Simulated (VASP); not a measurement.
Input of a VASP 6.6.1 run:

File INCAR:

```
  PREC = Accurate
  ENCUT = 520
  EDIFF = 1E-6
  ISMEAR = -1
  SIGMA = 0.1
  LREAL = Auto
  LASPH = True
  NELM = 80
  ALGO = Normal
  ISIF = 2
  LWAVE = False
  LCHARG = False
  GGA = PS
  NBANDS = 108
```

The input KPOINTS:

```
Automatic mesh
0
Gamma
  3 3 1
```

POSCAR

```
Cu16NO
1.0
    5.1053110000      0.0000000000      0.0000000000
    2.5526550000      4.4213290000      0.0000000000
    0.0000000000      0.0000000000     17.2527030000
Cu N O
16 1 1
Direct
    0.0000000000      0.0000000000      0.0579619321
    0.5000087164      0.0000000000      0.0579619321
   -0.0000094012      0.5000080293      0.0579619321
    0.4999993152      0.5000080293      0.0579619321
    0.1293527712      0.1560390552      0.1726164300
    0.6589624959      0.1584591420      0.1877155133
    0.1672959954      0.6548483499      0.1703269337
    0.6852426804      0.6354650378      0.1727497425
   -0.1730327647      0.3164885490      0.2898560301
    0.2681415587      0.3076224366      0.3058419310
   -0.1465388447      0.8205677524      0.3086067151
    0.3312684676      0.7955526494      0.2888822696
   -0.0415901364      0.0508218230      0.4063305327
    0.4783461907      0.0008594701      0.4111297806
   -0.0108200632      0.5384353890      0.4337059532
    0.4715357406      0.5224221043      0.3963958575
    0.1115024888      0.1888798594      0.4859528388
    0.1582646795      0.2006184113      0.5559360756
```

Potentials or basis: VASP PAW PBE potentials, release 64 (Cu, N, O).

Run with:

```bash
$ cat potpaw_PBE.64/Cu/POTCAR potpaw_PBE.64/N/POTCAR potpaw_PBE.64/O/POTCAR > POTCAR
$ mpirun -np 1 vasp_std > vasp.out
```

Question: Predict the largest force.

Answer: 2.049 eV/Å.

Question: What does it give for the band gap on the k mesh?

Answer: Zero (an odd number of electrons rules out a gap without spin polarisation).

Forces in eV/Å, atoms in the order of the input:
```
Cu  -0.311 -0.007 -0.285
Cu   0.040  0.044  0.369
Cu  -0.025 -0.110 -0.395
Cu  -0.034 -0.225 -0.054
Cu   1.433 -0.356  0.438
Cu  -1.225 -0.449 -0.858
Cu  -0.196 -0.263  0.752
Cu  -0.249  1.068  0.529
Cu  -0.550  0.691  0.012
Cu   1.481  0.186 -1.404
Cu  -1.217 -0.265 -1.132
Cu   0.449  0.863 -1.157
Cu   0.187 -0.569  1.292
Cu   0.207 -0.159  0.861
Cu  -0.155  1.017 -1.139
Cu  -0.068 -0.484  1.326
N    0.736 -0.645  1.412
O   -0.505 -0.337 -0.568
```

Caveat: the k points lie up to 0.47 Å⁻¹ apart, too coarse for converged energies and pressures of a metal; the standard files for N, O and F lose accuracy on very short bonds; the atoms stand as in a frame of molecular dynamics; there is no dipole correction, which matters where the two faces differ; the PAW data sets were made with another functional, which shifts forces and pressure a little. With open d or f shells a metallic result of PBEsol can be an artefact of self-interaction; +U or a hybrid may open a gap.
